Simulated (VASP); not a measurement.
# Ag: single point with PBE

Crystal: Ag.

```xyz
1
Lattice="-1.7986 1.7986 1.4029 1.7986 -1.7986 1.4029 1.7986 1.7986 -1.4029" Properties=species:S:1:pos:R:3 pbc="T T T"
Ag    0.0000    0.0000    0.0000
```

This cell differs from its parent crystal: ratio of the length along z to the lengths across it x 0.78, volume and fractional coordinates fixed.

| Item | Value |
| --- | --- |
| Program | VASP 6.6.1 |
| Task | single point |
| Functional | PBE |
| Potentials or basis | VASP PAW PBE potentials, release 64 (Ag) |
| Cutoff | 520 eV |
| k mesh | 22 × 22 × 22 |
| Occupations | gaussian, width 0.15 eV |
| Spin | no spin polarisation |
| Dipole correction | no |
| Further INCAR settings | ALGO = Fast; EDIFF = 1e-06; NBANDS = 12 |

```yaml
Pressure: 0.6 GPa
```

Stress tensor (GPa, compression positive):
```
-1.66  0.00  0.00
 0.00 -1.66  0.00
 0.00  0.00  5.07
```

Levels at points of the mesh, in eV from the Fermi level:
| k point | band 3 | band 4 | band 5 | band 6 | band 7 | band 8 | band 9 | band 10 |
| --- | --- | --- | --- | --- | --- | --- | --- | --- |
| (0.00, 0.00, 0.00) | -4.59 | -4.15 | -4.15 | -3.21 | 15.54 | 15.54 | 21.61 | 21.87 |
| (0.50, 0.00, 0.00) | -3.73 | -2.82 | -2.76 | 0.75 | 4.97 | 12.10 | 12.46 | 18.29 |
| (0.50, 0.50, 0.00) | -4.47 | -3.76 | -2.77 | -0.78 | 2.28 | 16.14 | 18.38 | 20.06 |
| (0.50, 0.50, 0.50) | -2.91 | -2.91 | -2.69 | 4.55 | 4.55 | 9.46 | 10.89 | 12.16 |

Wall time 64 s on 1 thread of Intel(R) Xeon(R) 6975P-C (Granite Rapids), on a shared host, peak memory 0.28 GiB.
